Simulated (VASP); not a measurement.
# ZnBi3: single point with PBE

ZnBi3:

```xyz
4
Lattice="4.7397 0.0000 0.0000 0.0000 4.7397 0.0000 0.0000 0.0000 4.7397" Properties=species:S:1:pos:R:3 pbc="T T T"
Bi    2.3699    2.3699    0.0000
Bi    2.3699    0.0000    2.3699
Bi    0.0000    2.3699    2.3699
Zn    0.0000    0.0000    0.0000
```

```
Program             : VASP 6.6.1
Task                : single point
Functional          : PBE
Potentials or basis : VASP PAW PBE potentials, release 64 (Bi_d, Zn)
Cutoff              : 520 eV
k mesh              : 6 × 6 × 6
Occupations         : fermi-dirac, width 0.05 eV
Spin                : no spin polarisation
```

- Pressure: 4.9 GPa

Levels at points of the mesh, in eV from the Fermi level:
| k point | band 24 | band 25 | band 26 | band 27 | band 28 | band 29 | band 30 | band 31 | band 32 | band 33 |
| --- | --- | --- | --- | --- | --- | --- | --- | --- | --- | --- |
| (0.00, 0.00, 0.00) | -4.11 | -4.11 | -4.11 | -2.23 | 1.16 | 1.16 | 1.16 | 2.51 | 2.51 | 2.51 |
| (0.50, 0.00, 0.00) | -3.53 | -2.64 | -2.64 | -1.40 | -1.40 | -0.49 | -0.43 | 3.01 | 3.02 | 3.02 |
| (0.50, 0.50, 0.00) | -5.67 | -2.66 | -1.22 | -1.22 | -0.91 | -0.51 | -0.51 | 0.61 | 2.32 | 4.32 |
| (0.50, 0.50, 0.50) | -5.89 | -4.68 | -4.68 | -4.68 | -3.07 | 4.47 | 4.47 | 4.93 | 4.93 | 4.93 |

It took 110 s on 1 thread of AMD EPYC 7R43 64-Core Processor (Zen 3), with other jobs on the host, peak memory 0.2 GiB.

Caveat: spin-orbit coupling is left out, which moves the levels of the heavy elements.
